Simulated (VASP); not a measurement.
# Al (Im-3m) in VASP: single point with r2SCAN

Aim: the single point of Al with r2SCAN.

Everything below comes from runs of VASP 6.6.1. Logs are shortened: lines on timing, memory, paths and dates and some standing lists are left out, and cuts for length are marked.

## Step 1: The cell of the first run

Symmetry: Im-3m, No. 229, cubic system. Conventional cell: a = 3.182 Å, b = 3.182 Å, c = 3.182 Å, α = 90.00°, β = 90.00°, γ = 90.00°. Within 3.6 Å of Al (site symmetry m-3m) lie 14 Al at 2.76 to 3.18 Å.

This isn't the form of Al at room conditions, which is fcc.

## Step 2: Single point, r2SCAN

Input file POSCAR:

```
Al
1.0
   -1.5912186900      1.5912186900      1.5912186900
    1.5912186900     -1.5912186900      1.5912186900
    1.5912186900      1.5912186900     -1.5912186900
Al
1
Direct
    0.0000000000      0.0000000000      0.0000000000
```

Input file INCAR.step1:

```
SYSTEM = Al
PREC = Accurate
ENCUT = 520
ISMEAR = 0
SIGMA = 0.05
LREAL = .False.
LASPH = .True.
NELM = 80
NBANDS = 8
GGA = PE
ALGO = Normal
EDIFF = 1E-4
LWAVE = .True.
LCHARG = .False.
```

Input file INCAR.step2:

```
SYSTEM = Al
PREC = Accurate
ENCUT = 520
EDIFF = 1E-6
ISMEAR = 0
SIGMA = 0.05
LREAL = .False.
LASPH = .True.
NELM = 80
ALGO = Normal
ISIF = 2
LWAVE = .False.
LCHARG = .True.
METAGGA = R2SCAN
LMIXTAU = .True.
LELF = .True.
LVHAR = .True.
NBANDS = 8
ISTART = 1
```

Input file KPOINTS:

```
Automatic mesh
0
Gamma
  18 18 18
  0 0 0
```

Potentials or basis: VASP PAW PBE potentials, release 64 (Al).

The run is started by

```sh
$ cat potpaw_PBE.64/Al/POTCAR > POTCAR
$ cp INCAR.step1 INCAR
$ mpirun -np 1 vasp_std > vasp.out
$ cp INCAR.step2 INCAR
$ mpirun -np 1 vasp_std > vasp.out
```

OUTCAR:

```text
SYSTEM = Al
   PREC = Accurate
   ENCUT = 520
   EDIFF = 1E-6
   ISMEAR = 0
   LREAL = .False.
   LASPH = .True.
   NELM = 80
   ISIF = 2
   METAGGA = R2SCAN
   ISTART = 1

 ion  position               nearest neighbor table
   1  0.000  0.000  0.000-

  LATTYP: Found a body centered cubic cell.
 ALAT       =     3.1824373800

  Lattice vectors:

 A1 = (  -1.5912186900,   1.5912186900,   1.5912186900)
 A2 = (   1.5912186900,  -1.5912186900,   1.5912186900)
 A3 = (   1.5912186900,   1.5912186900,  -1.5912186900)

Analysis of symmetry for initial positions (statically):
=====================================================================
 Subroutine PRICEL returns:
 Original cell was already a primitive cell.

 Routine SETGRP: Setting up the symmetry group for a
 body centered cubic supercell.

 Subroutine GETGRP returns: Found 48 space group operations
 (whereof 48 operations were pure point group operations)
 out of a pool of 48 trial point group operations.

The static configuration has the point symmetry O_h .

Analysis of symmetry for dynamics (positions and initial velocities):
=====================================================================
 Subroutine PRICEL returns:
 Original cell was already a primitive cell.

 Routine SETGRP: Setting up the symmetry group for a
 body centered cubic supercell.

 Subroutine GETGRP returns: Found 48 space group operations
 (whereof 48 operations were pure point group operations)
 out of a pool of 48 trial point group operations.

The dynamic configuration has the point symmetry O_h .

 Subroutine INISYM returns: Found 48 space group operations
 (whereof 48 operations are pure point group operations),
 and found     1 'primitive' translations

----------------------------------------------------------------------------------------

                                     Primitive cell

  volume of cell :      16.1157

  direct lattice vectors                    reciprocal lattice vectors
    -1.591218690  1.591218690  1.591218690     0.000000000  0.314224565  0.314224565
     1.591218690 -1.591218690  1.591218690     0.314224565  0.000000000  0.314224565
     1.591218690  1.591218690 -1.591218690     0.314224565  0.314224565  0.000000000

  length of vectors
     2.756071617  2.756071617  2.756071617     0.444380641  0.444380641  0.444380641

  position of ions in fractional coordinates (direct lattice)
     0.000000000  0.000000000  0.000000000

  ion indices of the primitive-cell ions
   primitive index   ion index
                 1           1

----------------------------------------------------------------------------------------

 KPOINTS: Automatic mesh

Automatic generation of k-mesh.
 Grid dimensions read from file:
 generate k-points for:   18   18   18

 Generating k-lattice:

  Cartesian coordinates                     Fractional coordinates (reciprocal lattice)
     0.000000000  0.017456920  0.017456920     0.055555556  0.000000000  0.000000000
     0.017456920  0.000000000  0.017456920     0.000000000  0.055555556  0.000000000
     0.017456920  0.017456920  0.000000000     0.000000000  0.000000000  0.055555556

  Length of vectors
     0.024687813  0.024687813  0.024687813

  Shift w.r.t. Gamma in fractional coordinates (k-lattice)
     0.000000000  0.000000000  0.000000000

 Subroutine IBZKPT returns following result:
 ===========================================

 Found    195 irreducible k-points:

 Following reciprocal coordinates:
            Coordinates               Weight
  0.000000  0.000000  0.000000      1.000000
  0.055556  0.000000  0.000000     12.000000
  0.111111  0.000000  0.000000     12.000000
  0.166667  0.000000  0.000000     12.000000
  0.222222  0.000000  0.000000     12.000000
  0.277778  0.000000  0.000000     12.000000
[... 16 lines left out ...]
  0.333333  0.111111 -0.000000     48.000000
  0.388889  0.111111  0.000000     48.000000
 [... further k-points ...]
   k-points           NKPTS =    195   k-points in BZ     NKDIM =    195   number of bands    NBANDS=      8
   number of dos      NEDOS =    301   number of ions     NIONS =      1
   total plane-waves  NPLWV =   8000
   dimension x,y,z NGX =    20 NGY =   20 NGZ =   20
   dimension x,y,z NGXF=    40 NGYF=   40 NGZF=   40
   ions per type =               1
   NGX,Y,Z   is equivalent  to a cutoff of  12.06, 12.06, 12.06 a.u.
   NGXF,Y,Z  is equivalent  to a cutoff of  24.13, 24.13, 24.13 a.u.
 SYSTEM =  Al
   PREC   = accura    normal or accurate (medium, high low for compatibility)
   ISTART =      1    job   : 0-new  1-cont  2-samecut
   ICHARG =      0    charge: 1-file 2-atom 10-const
   ISPIN  =      1    spin polarized calculation?
   LNONCOLLINEAR =      F non collinear calculations
   LSORBIT =      F    spin-orbit coupling
   LASPH  =      T    aspherical Exc in radial PAW
   ENCUT  =  520.0 eV  38.22 Ry    6.18 a.u.   5.12  5.12  5.12*2*pi/ulx,y,z
   NELM   =     80;   NELMIN=  2; NELMDL=  0     # of ELM steps
   EDIFF  = 0.1E-05   stopping-criterion for ELM
   LREAL  =      F    real-space projection
   EDIFFG = 0.1E-04   stopping-criterion for IOM
   NSW    =      0    number of steps for IOM
   IBRION =     -1    ionic relax: 0-MD 1-quasi-New 2-CG
   NFREE  =      0    steps in history (QN), initial steepest desc. (CG)
   ISIF   =      2    stress and relaxation
   ISYM   =      2    0-nonsym 1-usesym 2-fastsym
   POTIM  = 0.5000    time-step for ionic-motion
   TEBEG  =    0.0;   TEEND  =   0.0 temperature during run
   PSTRESS=    0.0 pullay stress
   NELECT =       3.0000    total number of electrons
   NUPDOWN=      -1.0000    fix difference up-down
   EMIN   =  10.00;   EMAX   =-10.00  energy-range for DOS
   EFERMI =   0.00;   METHOD = LEGACY
   ISMEAR =     0;   SIGMA  =   0.05  broadening in eV -4-tet -1-fermi 0-gaus
   EFERMI_NEDOS =   21; number of points for ismear=-14 and -15
   IALGO  =     38    algorithm
   IMIX   =      4    mixing-type and parameters
     AMIX     =   0.40;   BMIX     =  1.00
     AMIX_MAG =   1.60;   BMIX_MAG =  1.00
  volume/ion in A,a.u.               =      16.12       108.75
  Fermi-wavevector in a.u.,A,eV,Ry     =   0.934757  1.766435 11.888371  0.873771
  Thomas-Fermi vector in A             =   2.061595
   LORBIT       =      0    0 simple, 1 ext, 2 COOP (PROOUT), +10 PAW based schemes
   METAGGA = R2SCAN    functional components
   LHFCALC =     F    Hartree Fock is set to
   AEXX    =    0.0000 exact exchange contribution
   IVDW    =     0    specifies the selected vdW correction
   LEPSILON=     F    determine dielectric tensor
   LRPA    =     F    only Hartree local field effects (RPA)
 non-spin polarized calculation
 Gauss-broadening in eV      SIGMA  =   0.05
  energy-cutoff  :      520.00
  volume of cell :       16.12
 maximum number of plane-waves:       466
   NGX = 11   NGY = 11   NGZ = 11

 number of electron       3.0000000 magnetization

 Free energy of the ion-electron system (eV)
  ---------------------------------------------------
  ext. energy  EPLUGINS =         0.00000000
  ---------------------------------------------------
  free energy    TOTEN  =        -6.62517033 eV

  energy without entropy =       -6.62437027  energy(sigma->0) =       -6.62477030

 E-fermi :   8.3071     XC(G=0): -11.0095

 val. band max:        8.3010608040   @ k =  -0.3333   0.5000   0.1667
 cond. band min:       8.3530616809   @ k =  -0.3889   0.4444   0.2222
 fundamental gap:      0.0520008769
 Fermi energy:         8.3070876428

 k-point     1 :       0.0000    0.0000    0.0000
  band No.  band energies     occupation
      1      -3.7481      2.00000
      2      22.4624      0.00000
      3      22.4625      0.00000
      4      22.4625      0.00000
      5      24.5661      0.00000
      6      24.5661      0.00000
      7      24.5661      0.00000
      8      25.7310      0.00000

 k-point     2 :       0.0556    0.0000    0.0000
  band No.  band energies     occupation
      1      -3.6521      2.00000
      2      21.3168      0.00000
      3      21.8537      0.00000
      4      22.0526      0.00000
      5      24.0171      0.00000
      6      24.8409      0.00000
      7      24.9829      0.00000
      8      25.3322      0.00000

 k-point     3 :       0.1111    0.0000    0.0000
  band No.  band energies     occupation
      1      -3.3646      2.00000
      2      19.0386      0.00000
      3      20.8661      0.00000
      4      21.1542      0.00000
      5      23.0194      0.00000
      6      24.0070      0.00000
      7      25.5223      0.00000
      8      26.1237      0.00000

 k-point     4 :       0.1667    0.0000    0.0000
  band No.  band energies     occupation
      1      -2.8866      2.00000
      2      16.5508      0.00000
      3      19.9365      0.00000
      4      20.1621      0.00000
      5      22.0253      0.00000
      6      23.2584      0.00000
      7      26.1878      0.00000
      8      26.5015      0.00000

 k-point     5 :       0.2222    0.0000    0.0000
  band No.  band energies     occupation
      1      -2.2202      2.00000
      2      14.1018      0.00000
      3      19.1330      0.00000
      4      19.2422      0.00000
      5      21.1446      0.00000
      6      22.5719      0.00000
      7      26.9713      0.00000
      8      27.0134      0.00000
[... 177 lines left out ...]
 k-point    22 :       0.2778    0.1111    0.0000
  band No.  band energies     occupation
      1      -0.0532      2.00000
      2       9.8123      0.00000
      3      14.5308      0.00000
      4      17.6740      0.00000
      5      21.3373      0.00000
      6      23.9781      0.00000
      7      26.5589      0.00000
      8      30.7163      0.00000

 k-point    23 :       0.3333    0.1111   -0.0000
  band No.  band energies     occupation
      1       1.1547      2.00000
      2       7.7753      2.00000
      3      14.0954      0.00000
      4      17.2734      0.00000
      5      20.9307      0.00000
      6      23.7991      0.00000
      7      27.3891      0.00000
      8      31.4028      0.00000

 k-point    24 :       0.3889    0.1111    0.0000
  band No.  band energies     occupation
      1       2.5234      2.00000
      2       5.9071      2.00000
      3      13.8336      0.00000
      4      17.0314      0.00000
      5      20.6831      0.00000
      6      23.6482      0.00000
      7      28.3947      0.00000
      8      31.0772      0.00000

 [... further k-points ...]

------------------------ aborting loop because EDIFF is reached ----------------------------------------

  FORCE on cell =-STRESS in cart. coord.  units (eV):
  Direction    XX          YY          ZZ          XY          YZ          ZX
  --------------------------------------------------------------------------------------
  -------------------------------------------------------------------------------------
  Total        0.0145657      0.0145657      0.0145657      0.0000000     -0.0000000      0.0000000
  in kB        1.4480778      1.4480778      1.4480778      0.0000000     -0.0000000      0.0000000
  external PRESSURE =       1.4480778 kB  Pullay stress =       0.0000000 kB

 VOLUME and BASIS-vectors are now :
 -----------------------------------------------------------------------------
  energy-cutoff  :      520.00
  volume of cell :       16.12
      direct lattice vectors                 reciprocal lattice vectors
    -1.591218690  1.591218690  1.591218690     0.000000000  0.314224565  0.314224565
     1.591218690 -1.591218690  1.591218690     0.314224565  0.000000000  0.314224565
     1.591218690  1.591218690 -1.591218690     0.314224565  0.314224565  0.000000000

 POSITION                                       TOTAL-FORCE (eV/Angst)
 -----------------------------------------------------------------------------------
      0.00000      0.00000      0.00000        -0.000000     -0.000000      0.000000
 -----------------------------------------------------------------------------------
    total drift:                                0.000000      0.000000     -0.000000

  FREE ENERGIE OF THE ION-ELECTRON SYSTEM (eV)
  ---------------------------------------------------
  free  energy   TOTEN  =        -6.6251703299 eV

  energy  without entropy=       -6.6243702716  energy(sigma->0) =       -6.62477030
```

Wall time 25 s (1 thread of Intel Xeon 6975P-C (Granite Rapids), shared host); peak memory 0.13 GiB.

What came out:

| Property | Result |
| --- | --- |
| Free energy | -6.6252 eV |
| Pressure | 0.1 GPa |
| Band gap on the k mesh | zero (an odd number of electrons rules out a gap without spin polarisation) |

Caveat: the PAW data sets were made with another functional, which shifts forces and pressure a little.
